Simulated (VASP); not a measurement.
# SiC16 in VASP: single point with PBE+D3(BJ)

Aim: the single point of SiC16 with PBE+D3(BJ).

All numbers are computed with VASP 6.6.1; they aren't measurements. Logs are shortened: lines on timing, memory, paths and dates and some standing lists are left out, and cuts for length are marked.

### 1 The cell of the first run

The cell holds a slab with vacuum, 17 atoms: a = 4.930 Å, b = 4.422 Å, c = 22.694 Å, α = 90.00°, β = 90.00°, γ = 90.00°.

### 2 Single point, PBE+D3(BJ), collinear spin

The input, INCAR:

```
SYSTEM = SiC16
  PREC = Accurate
  ENCUT = 520
  EDIFF = 1E-6
  ISMEAR = 0
  SIGMA = 0.05
  LREAL = Auto
  LASPH = .True.
  NELM = 150
  ALGO = Fast
  ISIF = 2
  LWAVE = .False.
  LCHARG = .False.
  ISPIN = 2
  MAGMOM = 0 0 0 0 0 0 0 0 0 0 0 0 0 0 0 0 2
  LORBIT = 11
  LDIPOL = .True.
  IDIPOL = 3
  DIPOL = 0.5 0.5 0.310
  GGA = PE
  IVDW = 12
  NBANDS = 52
  KPAR = 4
```

The input, KPOINTS:

```
regular mesh
0
Gamma
  6 6 1
  0 0 0
```

The input, POSCAR:

```
SiC16
1.0
    4.9298676323      0.0000000000      0.0000000000
    0.0000000000      4.4224271195      0.0000000000
    0.0000000000      0.0000000000     22.6937497910
C Si
16 1
Direct
    0.2500000000      0.4155274488      0.1762599851
    0.7500000000      0.4155274488      0.1762599851
    0.0000000000      0.5195584910      0.2001803947
    0.5000000000      0.5195584910      0.2001803947
    0.0000000000      0.7272227621      0.2480852155
    0.5000000000      0.7272227621      0.2480852155
    0.2500000000      0.8312538043      0.2720056251
    0.7500000000      0.8312538043      0.2720056251
    0.2500000000      0.0442051686      0.3198734326
    0.7500000000      0.0442051686      0.3198734326
    0.0000000000      0.1500808487      0.3425973485
    0.5000000000      0.1500808487      0.3425973485
    0.0000000000      0.3779776253      0.3900566375
    0.5000000000      0.3779776253      0.3900566375
    0.2500000000      0.4764186278      0.4095290499
    0.7500000000      0.4764186278      0.4095290499
    0.3750000000      1.2264186278      0.5461305384
```

Potentials or basis: VASP PAW PBE potentials, release 64 (C, Si).

Command:

```
cat potpaw_PBE.64/C/POTCAR potpaw_PBE.64/Si/POTCAR > POTCAR
mpirun -np 4 vasp_std > vasp.out
```

OUTCAR:

```text
SYSTEM = SiC16
   PREC = Accurate
   ENCUT = 520
   EDIFF = 1E-6
   ISMEAR = 0
   LREAL = Auto
   LASPH = .True.
   NELM = 150
   ISIF = 2
   ISPIN = 2
   LORBIT = 11
   GGA = PE
   IVDW = 12
 IVDW          = 12

 ion  position               nearest neighbor table
   1  0.250  0.416  0.176-   3 1.42   4 1.42
   2  0.750  0.416  0.176-   3 1.42   4 1.42
   3  0.000  0.520  0.200-   5 1.42   2 1.42   1 1.42
   4  0.500  0.520  0.200-   6 1.42   2 1.42   1 1.42
   5  0.000  0.727  0.248-   3 1.42   7 1.42   8 1.42
   6  0.500  0.727  0.248-   4 1.42   7 1.42   8 1.42
   7  0.250  0.831  0.272-   5 1.42   6 1.42   9 1.44
   8  0.750  0.831  0.272-   5 1.42   6 1.42  10 1.44
   9  0.250  0.044  0.320-  11 1.42  12 1.42   7 1.44
  10  0.750  0.044  0.320-  11 1.42  12 1.42   8 1.44
  11  0.000  0.150  0.343-   9 1.42  10 1.42  13 1.48
  12  0.500  0.150  0.343-   9 1.42  10 1.42  14 1.48
  13  0.000  0.378  0.390-  15 1.38  16 1.38  11 1.48
  14  0.500  0.378  0.390-  15 1.38  16 1.38  12 1.48
  15  0.250  0.476  0.410-  13 1.38  14 1.38
  16  0.750  0.476  0.410-  13 1.38  14 1.38
  17  0.375  0.226  0.546-

  LATTYP: Found a simple orthorhombic cell.
 ALAT       =     4.4224271195
 B/A-ratio  =     1.1147425382
 C/A-ratio  =     5.1315147040

  Lattice vectors:

 A1 = (   0.0000000000,  -4.4224271195,   0.0000000000)
 A2 = (   4.9298676323,   0.0000000000,   0.0000000000)
 A3 = (   0.0000000000,   0.0000000000,  22.6937497910)

Analysis of symmetry for initial positions (statically):
=====================================================================
 Subroutine PRICEL returns:
 Original cell was already a primitive cell.

 Routine SETGRP: Setting up the symmetry group for a
 simple orthorhombic supercell.

 Subroutine GETGRP returns: Found  1 space group operations
 (whereof  1 operations were pure point group operations)
 out of a pool of  8 trial point group operations.

The static configuration has the point symmetry C_1 .

Analysis of symmetry for dynamics (positions and initial velocities):
=====================================================================
 Subroutine PRICEL returns:
 Original cell was already a primitive cell.

 Routine SETGRP: Setting up the symmetry group for a
 simple orthorhombic supercell.

 Subroutine GETGRP returns: Found  1 space group operations
 (whereof  1 operations were pure point group operations)
 out of a pool of  8 trial point group operations.

The dynamic configuration has the point symmetry C_1 .

Analysis of structural, dynamic, and magnetic symmetry:
=====================================================================
 Subroutine PRICEL returns:
 Original cell was already a primitive cell.

 Routine SETGRP: Setting up the symmetry group for a
 simple orthorhombic supercell.

 Subroutine GETGRP returns: Found  1 space group operations
 (whereof  1 operations were pure point group operations)
 out of a pool of  8 trial point group operations.

The overall configuration has the point symmetry C_1 .

 Subroutine INISYM returns: Found  1 space group operations
 (whereof  1 operations are pure point group operations),
 and found     1 'primitive' translations

----------------------------------------------------------------------------------------

                                     Primitive cell

  volume of cell :     494.7687

  direct lattice vectors                    reciprocal lattice vectors
     4.929867632  0.000000000  0.000000000     0.202845203  0.000000000  0.000000000
     0.000000000  4.422427120  0.000000000     0.000000000  0.226120176  0.000000000
     0.000000000  0.000000000 22.693749791     0.000000000  0.000000000  0.044064996

  length of vectors
     4.929867632  4.422427120 22.693749791     0.202845203  0.226120176  0.044064996

  position of ions in fractional coordinates (direct lattice)
     0.250000000  0.415527449  0.176259985
     0.750000000  0.415527449  0.176259985
     0.000000000  0.519558491  0.200180395
     0.500000000  0.519558491  0.200180395
     0.000000000  0.727222762  0.248085215
     0.500000000  0.727222762  0.248085215
[... 9 lines left out ...]
     0.750000000  0.476418628  0.409529050
     0.375000000  0.226418628  0.546130538

  ion indices of the primitive-cell ions
   primitive index   ion index
                 1           1
[... 78 lines left out ...]
   LNONCOLLINEAR =      F non collinear calculations
   LSORBIT =      F    spin-orbit coupling
   LASPH  =      T    aspherical Exc in radial PAW
   ENCUT  =  520.0 eV  38.22 Ry    6.18 a.u.   9.17  8.22 42.20*2*pi/ulx,y,z
   NELM   =    150;   NELMIN=  2; NELMDL= -5     # of ELM steps
   EDIFF  = 0.1E-05   stopping-criterion for ELM
   LREAL  =      T    real-space projection
   EDIFFG = 0.1E-04   stopping-criterion for IOM
   NSW    =      0    number of steps for IOM
   IBRION =     -1    ionic relax: 0-MD 1-quasi-New 2-CG
   NFREE  =      0    steps in history (QN), initial steepest desc. (CG)
   ISIF   =      2    stress and relaxation
   ISYM   =      2    0-nonsym 1-usesym 2-fastsym
   POTIM  = 0.5000    time-step for ionic-motion
   TEBEG  =    0.0;   TEEND  =   0.0 temperature during run
   PSTRESS=    0.0 pullay stress
   NELECT =      68.0000    total number of electrons
   NUPDOWN=      -1.0000    fix difference up-down
   EMIN   =  10.00;   EMAX   =-10.00  energy-range for DOS
   EFERMI =   0.00;   METHOD = LEGACY
   ISMEAR =     0;   SIGMA  =   0.05  broadening in eV -4-tet -1-fermi 0-gaus
   EFERMI_NEDOS =   21; number of points for ismear=-14 and -15
   IALGO  =     68    algorithm
   IMIX   =      4    mixing-type and parameters
     AMIX     =   0.40;   BMIX     =  1.00
     AMIX_MAG =   1.60;   BMIX_MAG =  1.00
  volume/ion in A,a.u.               =      29.10       196.40
  Fermi-wavevector in a.u.,A,eV,Ry     =   0.844845  1.596526  9.711337  0.713763
  Thomas-Fermi vector in A             =   1.959938
   LORBIT       =     11    0 simple, 1 ext, 2 COOP (PROOUT), +10 PAW based schemes
   GGA     = PE    functional components
   LHFCALC =     F    Hartree Fock is set to
   AEXX    =    0.0000 exact exchange contribution
   IVDW    =    12    specifies the selected vdW correction
   LEPSILON=     F    determine dielectric tensor
   LRPA    =     F    only Hartree local field effects (RPA)
 spin polarized calculation
 RMM-DIIS sequential band-by-band and
 Gauss-broadening in eV      SIGMA  =   0.05
  energy-cutoff  :      520.00
  volume of cell :      494.77
 maximum number of plane-waves:     13376
 NGX is ok and might be reduce to    40
   NGX = 19   NGY = 17   NGZ = 85

 dipolmoment           0.000000      0.000000      0.160729 electrons x Angstroem

 number of electron      68.0000007 magnetization       0.4299151

 dipolmoment           0.000000      0.000000     -0.248138 electrons x Angstroem

 Free energy of the ion-electron system (eV)
  ---------------------------------------------------
  ext. energy  EPLUGINS =         0.00000000
  ---------------------------------------------------
  free energy    TOTEN  =      -136.40738718 eV

  energy without entropy =     -136.38979963  energy(sigma->0) =     -136.39859341

 E-fermi :  -2.0959     XC(G=0):  -4.3951

 val. band max:       -2.0969864299   @ k =   0.0000   0.0000   0.0000
 cond. band min:      -2.0946519370   @ k =   0.3333   0.0000   0.0000
 fundamental gap:      0.0023344929
 Fermi energy:        -2.0958566760

 spin component 1

 k-point     1 :       0.0000    0.0000    0.0000
  band No.  band energies     occupation
      1     -21.1465      1.00000
      2     -20.0306      1.00000
      3     -18.3984      1.00000
      4     -16.8915      1.00000
      5     -16.8623      1.00000
      6     -16.5512      1.00000
[... 969 lines left out ...]
     45       4.1049      0.00000
     46       4.4704      0.00000
 Fermi energy:        -2.0958566760

 spin component 2

 k-point     1 :       0.0000    0.0000    0.0000
  band No.  band energies     occupation
      1     -21.1719      1.00000
      2     -20.0776      1.00000
      3     -18.4584      1.00000
      4     -16.9166      1.00000
      5     -16.8838      1.00000
      6     -16.5932      1.00000
[... 969 lines left out ...]
     45       4.3318      0.00000
     46       4.4508      0.00000
 [bands above 46 left out]

------------------------ aborting loop because EDIFF is reached ----------------------------------------

 vacuum level on the upper side and lower side of the slab       (xc-potential included)        -0.969         1.050

 Edisp (eV)   -2.06737

 E8    (eV) :    -0.6214

  FORCE on cell =-STRESS in cart. coord.  units (eV):
  Direction    XX          YY          ZZ          XY          YZ          ZX
  --------------------------------------------------------------------------------------
  -------------------------------------------------------------------------------------
  Total       1.88348    -2.35018    -2.67876     0.10868     1.40140    -0.31111
  in kB       6.09914    -7.61044    -8.67447     0.35195     4.53805    -1.00744
  external pressure =       -3.40 kB  Pullay stress =        0.00 kB

 VOLUME and BASIS-vectors are now :
 -----------------------------------------------------------------------------
  energy-cutoff  :      520.00
  volume of cell :      494.77
      direct lattice vectors                 reciprocal lattice vectors
     4.929867632  0.000000000  0.000000000     0.202845203  0.000000000  0.000000000
     0.000000000  4.422427120  0.000000000     0.000000000  0.226120176  0.000000000
     0.000000000  0.000000000 22.693749791     0.000000000  0.000000000  0.044064996

 POSITION                                       TOTAL-FORCE (eV/Angst)
 -----------------------------------------------------------------------------------
      1.23247      1.83764      4.00000         0.002829      1.269672      1.605410
      3.69740      1.83764      4.00000        -0.000941      1.259431      1.614021
      0.00000      2.29771      4.54284        -0.003171     -1.966410     -2.384869
      2.46493      2.29771      4.54284         0.000937     -1.964423     -2.375855
      0.00000      3.21609      5.62998        -0.012526      0.834568      0.999497
      2.46493      3.21609      5.62998         0.015015      0.835717      0.998722
[... 9 lines left out ...]
      3.69740      2.10693      9.29375        -0.027842     -0.082730      0.416905
      1.84870      1.00132     12.39375        -0.099659      0.434306     -0.999394
 -----------------------------------------------------------------------------------
    total drift:                                0.000091     -0.020582     -0.037228

  FREE ENERGIE OF THE ION-ELECTRON SYSTEM (eV)
  ---------------------------------------------------
  free  energy   TOTEN  =      -138.4747580697 eV

  energy  without entropy=     -138.4571705135  energy(sigma->0) =     -138.46596429

 vacuum level on the upper side and lower side of the slab         2.268         4.329

 total charge

# of ion       s       p       d       tot
------------------------------------------
    1        0.925   1.515   0.000   2.440
    2        0.925   1.515   0.000   2.440
    3        0.864   1.776   0.000   2.639
    4        0.864   1.776   0.000   2.640
    5        0.868   1.763   0.000   2.631
    6        0.868   1.763   0.000   2.631
[... 9 lines left out ...]
   16        0.901   1.605   0.000   2.506
   17        0.959   0.503   0.000   1.462
--------------------------------------------------
tot         14.997  28.046   0.000  43.042

 magnetization (x)

# of ion       s       p       d       tot
------------------------------------------
    1       -0.001  -0.002   0.000  -0.002
    2       -0.001  -0.002   0.000  -0.002
    3       -0.000  -0.000   0.000  -0.000
    4       -0.000  -0.000   0.000  -0.000
    5       -0.000   0.001   0.000   0.001
    6       -0.000   0.001   0.000   0.001
[... 9 lines left out ...]
   16       -0.055  -0.357   0.000  -0.412
   17        0.004   0.286   0.000   0.290
--------------------------------------------------
tot         -0.048   0.002   0.000  -0.045
```

Wall time 46 min (4 MPI ranks of Oxide Virtual Turin-like, shared host); peak memory 1.2 GiB.

Results:

```yaml
Free_energy: -138.4748 eV
Largest_force: 3.091 eV/Å
Net_moment: 0.43 μB per cell
Site_moments: C -0.00, +0.00, -0.01, +0.01, -0.02, +0.13, -0.41 (each value once); Si +0.29 μB
Valence_electrons_inside_the_program's_atomic_spheres: C 2.44, 2.64, 2.63, 2.65, 2.62, 2.67, 2.52, 2.51 (each value once); Si 1.46
Dispersion_energy_per_atom: -0.122 eV
```

Forces on the atoms (eV/Å):
```
C    0.003  1.270  1.605
C   -0.001  1.259  1.614
C   -0.003 -1.966 -2.385
C    0.001 -1.964 -2.376
C   -0.013  0.835  0.999
C    0.015  0.836  0.999
C   -0.005 -0.151 -0.180
C    0.003 -0.166 -0.223
C   -0.007 -0.060 -0.089
C    0.002 -0.122 -0.188
C   -0.211  0.306  0.111
C    0.226  0.357  0.095
C    0.104 -0.604 -0.743
C   -0.131 -0.692 -0.943
C    0.144  0.512  2.285
C   -0.028 -0.083  0.417
Si  -0.100  0.434 -0.999
```
